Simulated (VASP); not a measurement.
# Ta in VASP: notebook

Ta is run at these levels: PBE; tasks: single point.

All numbers are computed with VASP 6.6.1; they aren't measurements. Logs are shortened: lines on timing, memory, paths and dates and some standing lists are left out, and cuts for length are marked.

## 1. The cell of the first run

The cell holds a sheet with vacuum, 1 atom: a = 2.595 Å, b = 2.595 Å, c = 23.800 Å, α = 90.00°, β = 90.00°, γ = 90.00°.

The cell was built from a structure type or drawn by symmetry, and may not be a known phase.

## 2. Single point, PBE

The input, INCAR:

```
SYSTEM = Ta
PREC     = Accurate       ! precision mode
ENCUT    = 520            ! plane-wave cutoff, eV
EDIFF    = 1E-6           ! SCF threshold, eV
ISMEAR   = 0              ! smearing method
SIGMA    = 0.1            ! smearing width, eV
LREAL    = .FALSE.        ! projectors in reciprocal space
LASPH    = .TRUE.         ! aspherical terms in the spheres
NELM     = 100            ! most SCF steps
ALGO     = Normal         ! electronic algorithm
ISIF     = 2              ! what is computed and relaxed
LWAVE    = .FALSE.        ! write WAVECAR
LCHARG   = .FALSE.        ! write CHGCAR
LDIPOL   = .TRUE.       
IDIPOL   = 3            
DIPOL    = 0.5 0.5 0.294
GGA      = PE             ! functional
NBANDS   = 12             ! bands
```

The input, KPOINTS:

```
regular mesh
0
G
  22 22 1
  0 0 0
```

The input, POSCAR:

```
Ta
1.0
    2.5953129034      0.0000000000      0.0000000000
    0.0000000000      2.5953129034      0.0000000000
    0.0000000000      0.0000000000     23.8000000000
Ta
1
Direct
    0.0000000000      0.0000000000      0.2941176471
```

Potentials or basis: VASP PAW PBE potentials, release 64 (Ta_pv).

Command:

```sh
> cat potpaw_PBE.64/Ta_pv/POTCAR > POTCAR
> mpirun -np 1 vasp_std > vasp.out
```

OUTCAR:

```text
SYSTEM = Ta
   PREC = Accurate
   ENCUT = 520
   EDIFF = 1E-6
   ISMEAR = 0
   LREAL = .FALSE.
   LASPH = .TRUE.
   NELM = 100
   ISIF = 2
   GGA = PE

 ion  position               nearest neighbor table
   1  0.000  0.000  0.294-

  LATTYP: Found a simple tetragonal cell.
 ALAT       =     2.5953129034
 C/A-ratio  =     9.1703778642

  Lattice vectors:

 A1 = (   2.5953129034,   0.0000000000,   0.0000000000)
 A2 = (   0.0000000000,   2.5953129034,   0.0000000000)
 A3 = (   0.0000000000,   0.0000000000,  23.8000000000)

Analysis of symmetry for initial positions (statically):
=====================================================================
 Subroutine PRICEL returns:
 Original cell was already a primitive cell.

 Routine SETGRP: Setting up the symmetry group for a
 simple tetragonal supercell.

 Subroutine GETGRP returns: Found 16 space group operations
 (whereof  8 operations were pure point group operations)
 out of a pool of 16 trial point group operations.

The static configuration has the point symmetry C_4v.
 The point group associated with its full space group is D_4h.

Analysis of symmetry for dynamics (positions and initial velocities):
=====================================================================
 Subroutine PRICEL returns:
 Original cell was already a primitive cell.

 Routine SETGRP: Setting up the symmetry group for a
 simple tetragonal supercell.

 Subroutine GETGRP returns: Found 16 space group operations
 (whereof  8 operations were pure point group operations)
 out of a pool of 16 trial point group operations.

The dynamic configuration has the point symmetry C_4v.
 The point group associated with its full space group is D_4h.

 Subroutine INISYM returns: Found 16 space group operations
 (whereof  8 operations are pure point group operations),
 and found     1 'primitive' translations

----------------------------------------------------------------------------------------

                                     Primitive cell

  volume of cell :     160.3084

  direct lattice vectors                    reciprocal lattice vectors
     2.595312903  0.000000000  0.000000000     0.385309994  0.000000000  0.000000000
     0.000000000  2.595312903  0.000000000     0.000000000  0.385309994  0.000000000
     0.000000000  0.000000000 23.800000000     0.000000000  0.000000000  0.042016807

  length of vectors
     2.595312903  2.595312903 23.800000000     0.385309994  0.385309994  0.042016807

  position of ions in fractional coordinates (direct lattice)
     0.000000000  0.000000000  0.294117647

  ion indices of the primitive-cell ions
   primitive index   ion index
                 1           1

----------------------------------------------------------------------------------------

 KPOINTS: regular mesh

Automatic generation of k-mesh.
 Grid dimensions read from file:
 generate k-points for:   22   22    1

 Generating k-lattice:

  Cartesian coordinates                     Fractional coordinates (reciprocal lattice)
     0.017514091  0.000000000  0.000000000     0.045454545  0.000000000  0.000000000
     0.000000000  0.017514091  0.000000000     0.000000000  0.045454545  0.000000000
     0.000000000  0.000000000  0.042016807     0.000000000  0.000000000  1.000000000

  Length of vectors
     0.017514091  0.017514091  0.042016807

  Shift w.r.t. Gamma in fractional coordinates (k-lattice)
     0.000000000  0.000000000  0.000000000

 Subroutine IBZKPT returns following result:
 ===========================================

 Found     78 irreducible k-points:

 Following reciprocal coordinates:
            Coordinates               Weight
  0.000000  0.000000  0.000000      1.000000
  0.045455  0.000000  0.000000      4.000000
  0.090909  0.000000  0.000000      4.000000
  0.136364  0.000000  0.000000      4.000000
  0.181818  0.000000  0.000000      4.000000
  0.227273  0.000000  0.000000      4.000000
[... 16 lines left out ...]
  0.500000  0.045455  0.000000      4.000000
  0.090909  0.090909  0.000000      4.000000
 [... further k-points ...]
   k-points           NKPTS =     78   k-points in BZ     NKDIM =     78   number of bands    NBANDS=     12
   number of dos      NEDOS =    301   number of ions     NIONS =      1
   total plane-waves  NPLWV =  72000
   dimension x,y,z NGX =    20 NGY =   20 NGZ =  180
   dimension x,y,z NGXF=    40 NGYF=   40 NGZF=  360
   ions per type =               1
   NGX,Y,Z   is equivalent  to a cutoff of  12.81, 12.81, 12.57 a.u.
   NGXF,Y,Z  is equivalent  to a cutoff of  25.62, 25.62, 25.15 a.u.
 SYSTEM =  Ta
   PREC   = accura    normal or accurate (medium, high low for compatibility)
   ISTART =      0    job   : 0-new  1-cont  2-samecut
   ICHARG =      2    charge: 1-file 2-atom 10-const
   ISPIN  =      1    spin polarized calculation?
   LNONCOLLINEAR =      F non collinear calculations
   LSORBIT =      F    spin-orbit coupling
   LASPH  =      T    aspherical Exc in radial PAW
   ENCUT  =  520.0 eV  38.22 Ry    6.18 a.u.   4.83  4.83 44.25*2*pi/ulx,y,z
   NELM   =    100;   NELMIN=  2; NELMDL= -5     # of ELM steps
   EDIFF  = 0.1E-05   stopping-criterion for ELM
   LREAL  =      F    real-space projection
   EDIFFG = 0.1E-04   stopping-criterion for IOM
   NSW    =      0    number of steps for IOM
   IBRION =     -1    ionic relax: 0-MD 1-quasi-New 2-CG
   NFREE  =      0    steps in history (QN), initial steepest desc. (CG)
   ISIF   =      2    stress and relaxation
   ISYM   =      2    0-nonsym 1-usesym 2-fastsym
   POTIM  = 0.5000    time-step for ionic-motion
   TEBEG  =    0.0;   TEEND  =   0.0 temperature during run
   PSTRESS=    0.0 pullay stress
   NELECT =      11.0000    total number of electrons
   NUPDOWN=      -1.0000    fix difference up-down
   EMIN   =  10.00;   EMAX   =-10.00  energy-range for DOS
   EFERMI =   0.00;   METHOD = LEGACY
   ISMEAR =     0;   SIGMA  =   0.10  broadening in eV -4-tet -1-fermi 0-gaus
   EFERMI_NEDOS =   21; number of points for ismear=-14 and -15
   IALGO  =     38    algorithm
   IMIX   =      4    mixing-type and parameters
     AMIX     =   0.40;   BMIX     =  1.00
     AMIX_MAG =   1.60;   BMIX_MAG =  1.00
  volume/ion in A,a.u.               =     160.31      1081.81
  Fermi-wavevector in a.u.,A,eV,Ry     =   0.670224  1.266541  6.111748  0.449201
  Thomas-Fermi vector in A             =   1.745678
   LORBIT       =      0    0 simple, 1 ext, 2 COOP (PROOUT), +10 PAW based schemes
   GGA     = PE    functional components
   LHFCALC =     F    Hartree Fock is set to
   AEXX    =    0.0000 exact exchange contribution
   IVDW    =     0    specifies the selected vdW correction
   LEPSILON=     F    determine dielectric tensor
   LRPA    =     F    only Hartree local field effects (RPA)
 non-spin polarized calculation
 Gauss-broadening in eV      SIGMA  =   0.10
  energy-cutoff  :      520.00
  volume of cell :      160.31
 maximum number of plane-waves:      4380
 NGX is ok and might be reduce to    20
   NGX =  9   NGY =  9   NGZ = 89

 dipolmoment           0.000000      0.000000     -0.000000 electrons x Angstroem

 number of electron      11.0000002 magnetization

 dipolmoment           0.000000      0.000000      0.000001 electrons x Angstroem

 Free energy of the ion-electron system (eV)
  ---------------------------------------------------
  ext. energy  EPLUGINS =         0.00000000
  ---------------------------------------------------
  free energy    TOTEN  =        -8.96716367 eV

  energy without entropy =       -8.96207563  energy(sigma->0) =       -8.96461965

 E-fermi :  -3.6130     XC(G=0):  -2.2405

 val. band max:       -3.6678248528   @ k =   0.4545   0.1364   0.0000
 cond. band min:      -3.5993955553   @ k =   0.1364   0.1364   0.0000
 fundamental gap:      0.0684292975
 Fermi energy:        -3.6130159900

 k-point     1 :       0.0000    0.0000    0.0000
  band No.  band energies     occupation
      1     -38.0647      2.00000
      2     -36.9301      2.00000
      3     -36.9301      2.00000
      4      -9.5363      2.00000
      5      -6.5356      2.00000
      6      -4.6657      2.00000
      7      -3.1899      0.00000
      8       0.9252      0.00000
      9       1.0066      0.00000
     10       1.0066      0.00000
     11       1.2197      0.00000
     12       1.5120      0.00000

 k-point     2 :       0.0455    0.0000    0.0000
  band No.  band energies     occupation
      1     -38.0603      2.00000
      2     -36.9715      2.00000
      3     -36.9266      2.00000
      4      -9.4491      2.00000
      5      -6.4636      2.00000
      6      -4.6265      2.00000
      7      -3.2148      0.00000
      8       0.8079      0.00000
      9       0.9692      0.00000
     10       1.0213      0.00000
     11       1.3551      0.00000
     12       1.5573      0.00000

 k-point     3 :       0.0909    0.0000    0.0000
  band No.  band energies     occupation
      1     -38.0474      2.00000
      2     -37.0911      2.00000
      3     -36.9166      2.00000
      4      -9.2019      2.00000
      5      -6.2454      2.00000
      6      -4.5065      2.00000
      7      -3.3022      0.00001
      8       0.5034      0.00000
      9       1.0647      0.00000
     10       1.1011      0.00000
     11       1.5556      0.00000
     12       1.6935      0.00000

 k-point     4 :       0.1364    0.0000    0.0000
  band No.  band energies     occupation
      1     -38.0271      2.00000
      2     -37.2760      2.00000
      3     -36.9008      2.00000
      4      -8.8339      2.00000
      5      -5.8800      2.00000
      6      -4.2970      2.00000
      7      -3.4811      0.06218
      8       0.2575      0.00000
      9       1.1340      0.00000
     10       1.3201      0.00000
     11       1.8110      0.00000
     12       1.9203      0.00000

 k-point     5 :       0.1818    0.0000    0.0000
  band No.  band energies     occupation
      1     -38.0008      2.00000
      2     -37.5073      2.00000
      3     -36.8804      2.00000
      4      -8.3980      2.00000
      5      -5.3862      2.00000
      6      -3.9763      2.00000
      7      -3.7707      1.97422
      8       0.1608      0.00000
      9       1.2246      0.00000
     10       1.6251      0.00000
     11       2.0303      0.00000
     12       2.1416      0.00000
[... 228 lines left out ...]
      1     -38.6194      2.00000
      2     -37.8564      2.00000
      3     -36.8111      2.00000
      4      -6.3005      2.00000
      5      -5.5748      2.00000
      6      -2.9247      0.00000
      7      -1.7274      0.00000
      8      -0.1176      0.00000
      9       1.1418      0.00000
     10       2.2999      0.00000
     11       4.4033      0.00000
     12       5.0401      0.00000

 k-point    22 :       0.4545    0.0455    0.0000
  band No.  band energies     occupation
      1     -38.7172      2.00000
      2     -37.8430      2.00000
      3     -36.8006      2.00000
      4      -6.1060      2.00000
      5      -5.7423      2.00000
      6      -2.5546      0.00000
      7      -1.8693      0.00000
      8      -0.1501      0.00000
      9       1.2759      0.00000
     10       2.6612      0.00000
     11       5.1302      0.00000
     12       5.5122      0.00000

 k-point    23 :       0.5000    0.0455    0.0000
  band No.  band energies     occupation
      1     -38.7504      2.00000
      2     -37.8384      2.00000
      3     -36.7970      2.00000
      4      -6.0378      2.00000
      5      -5.7991      2.00000
      6      -2.3403      0.00000
      7      -2.0125      0.00000
      8      -0.1704      0.00000
      9       1.3188      0.00000
     10       2.8290      0.00000
     11       5.5293      0.00000
     12       5.6316      0.00000

 k-point    24 :       0.0909    0.0909    0.0000
  band No.  band energies     occupation
      1     -38.0303      2.00000
      2     -37.0863      2.00000
      3     -37.0676      2.00000
      4      -8.8491      2.00000
      5      -5.9685      2.00000
      6      -4.3560      2.00000
      7      -3.3808      0.00102
      8       0.4084      0.00000
      9       0.7089      0.00000
     10       1.2762      0.00000
     11       1.8505      0.00000
     12       1.8747      0.00000

 [... further k-points ...]

------------------------ aborting loop because EDIFF is reached ----------------------------------------

 vacuum level on the upper side and lower side of the slab       (xc-potential included)        -0.009        -0.009

  FORCE on cell =-STRESS in cart. coord.  units (eV):
  Direction    XX          YY          ZZ          XY          YZ          ZX
  --------------------------------------------------------------------------------------
  -------------------------------------------------------------------------------------
  Total        0.0215480      0.0215480     -0.0054872      0.0000000      0.0000000      0.0000000
  in kB        0.2153583      0.2153583     -0.0548405      0.0000000      0.0000000      0.0000000
  external PRESSURE =       0.1252920 kB  Pullay stress =       0.0000000 kB

 VOLUME and BASIS-vectors are now :
 -----------------------------------------------------------------------------
  energy-cutoff  :      520.00
  volume of cell :      160.31
      direct lattice vectors                 reciprocal lattice vectors
     2.595312903  0.000000000  0.000000000     0.385309994  0.000000000  0.000000000
     0.000000000  2.595312903  0.000000000     0.000000000  0.385309994  0.000000000
     0.000000000  0.000000000 23.800000000     0.000000000  0.000000000  0.042016807

 POSITION                                       TOTAL-FORCE (eV/Angst)
 -----------------------------------------------------------------------------------
      0.00000      0.00000      7.00000         0.000000      0.000000      0.000000
 -----------------------------------------------------------------------------------
    total drift:                               -0.000000      0.000000      0.000014

  FREE ENERGIE OF THE ION-ELECTRON SYSTEM (eV)
  ---------------------------------------------------
  free  energy   TOTEN  =        -8.9671636735 eV

  energy  without entropy=       -8.9620756319  energy(sigma->0) =       -8.96461965

 vacuum level on the upper side and lower side of the slab         1.296         1.296
```

Wall time 1.9 min (1 thread of Intel Xeon Platinum 8559C (Emerald Rapids), shared host); peak memory 0.34 GiB.

What came out:

| Quantity | Value |
| --- | --- |
| Free energy | -8.9672 eV |
| Band gap on the k mesh | zero (an odd number of electrons rules out a gap without spin polarisation) |

Levels at points of the mesh, in eV from the Fermi level:
| k point | band 3 | band 4 | band 5 | band 6 | band 7 | band 8 |
| --- | --- | --- | --- | --- | --- | --- |
| (0.00, 0.00, 0.00) | -33.32 | -5.92 | -2.92 | -1.05 | 0.42 | 4.54 |
| (0.50, 0.00, 0.00) | -33.14 | -2.57 | -2.22 | 1.24 | 2.20 | 2.90 |
| (0.50, 0.50, 0.00) | -34.02 | -4.25 | -0.39 | -0.39 | 3.14 | 8.49 |

Caveat: spin-orbit coupling is left out, which moves the levels of the heavy elements.

## 3. Single point, PBE

The input, INCAR:

```
PREC = Accurate
ENCUT = 520
EDIFF = 1E-6
ISMEAR = 0
SIGMA = 0.1
LREAL = False
LASPH = True
NELM = 80
ALGO = Normal
ISIF = 2
LWAVE = False
LCHARG = False
LDIPOL = True
IDIPOL = 3
DIPOL = 0.5 0.5 0.294
GGA = PE
NBANDS = 12
```

The input, KPOINTS:

```
Automatic mesh
0
Gamma
  22 22 1
```

POSCAR is that of step 2.

Potentials or basis: VASP PAW PBE potentials, release 64 (Ta_pv).

Command:

```sh
> cat potpaw_PBE.64/Ta_pv/POTCAR > POTCAR
> mpirun -np 1 vasp_std > vasp.out
```

It took 2 min on 1 thread of Intel Xeon Platinum 8559C (Emerald Rapids), shared host; peak memory 0.34 GiB.

Results (log left out):

- Free energy: -8.9672 eV
- Band gap on the k mesh: zero (an odd number of electrons rules out a gap without spin polarisation)

Levels at points of the mesh, in eV from the Fermi level:
| k point | band 2 | band 3 | band 4 | band 5 | band 6 | band 7 | band 8 | band 9 |
| --- | --- | --- | --- | --- | --- | --- | --- | --- |
| (0.00, 0.00, 0.00) | -33.32 | -33.32 | -5.92 | -2.92 | -1.05 | 0.42 | 4.54 | 4.62 |
| (0.50, 0.00, 0.00) | -34.23 | -33.14 | -2.57 | -2.22 | 1.24 | 2.20 | 2.90 | 5.42 |
| (0.50, 0.50, 0.00) | -34.88 | -34.02 | -4.25 | -0.39 | -0.39 | 3.14 | 8.49 | 8.49 |

Caveat: spin-orbit coupling is left out, which moves the levels of the heavy elements.

## 4. Single point, PBE

This run uses another cell than the first one.

The input, INCAR:

```
SYSTEM = Ta
PREC = Accurate ; ENCUT = 520
EDIFF = 1E-6 ; ISMEAR = 0
SIGMA = 0.1 ; LREAL = .FALSE.
LASPH = .TRUE. ; NELM = 80
ALGO = Normal ; ISIF = 2
LWAVE = .FALSE. ; LCHARG = .FALSE.
LDIPOL = .TRUE. ; IDIPOL = 3
DIPOL = 0.5 0.5 0.294 ; GGA = PE
NBANDS = 12
```

The input, KPOINTS:

```
Automatic mesh
0
G
  22 22 1
  0 0 0
```

The input, POSCAR:

```
Ta
1.0
    2.6160225194      0.0000000000      0.0000000000
    0.0000000000      2.6160225194      0.0000000000
    0.0000000000      0.0000000000     23.8000000000
Ta
1
Direct
    0.0000000000      0.0000000000      0.2941176471
```

Command:

```sh
> cat potpaw_PBE.64/Ta_pv/POTCAR > POTCAR
> mpirun -np 1 vasp_std > vasp.out
```

Run time: 1.9 min. Hardware: 1 thread of Intel Xeon Platinum 8559C (Emerald Rapids), shared host; peak memory 0.34 GiB.

It converged, with:

| Quantity | Value |
| --- | --- |
| Free energy | -8.9634 eV |
| Band gap on the k mesh | zero (an odd number of electrons rules out a gap without spin polarisation) |

Levels at points of the mesh, in eV from the Fermi level:
| k point | band 1 | band 2 | band 3 | band 4 | band 5 | band 6 | band 7 | band 8 | band 9 | band 10 |
| --- | --- | --- | --- | --- | --- | --- | --- | --- | --- | --- |
| (0.00, 0.00, 0.00) | -34.49 | -33.40 | -33.40 | -5.88 | -2.84 | -1.00 | 0.43 | 4.49 | 4.49 | 4.52 |
| (0.50, 0.00, 0.00) | -35.10 | -34.28 | -33.24 | -2.56 | -2.14 | 1.21 | 2.11 | 2.84 | 5.25 | 5.95 |
| (0.50, 0.50, 0.00) | -34.86 | -34.86 | -34.09 | -4.11 | -0.37 | -0.37 | 3.03 | 8.27 | 8.27 | 9.76 |

Caveat: spin-orbit coupling is left out, which moves the levels of the heavy elements.
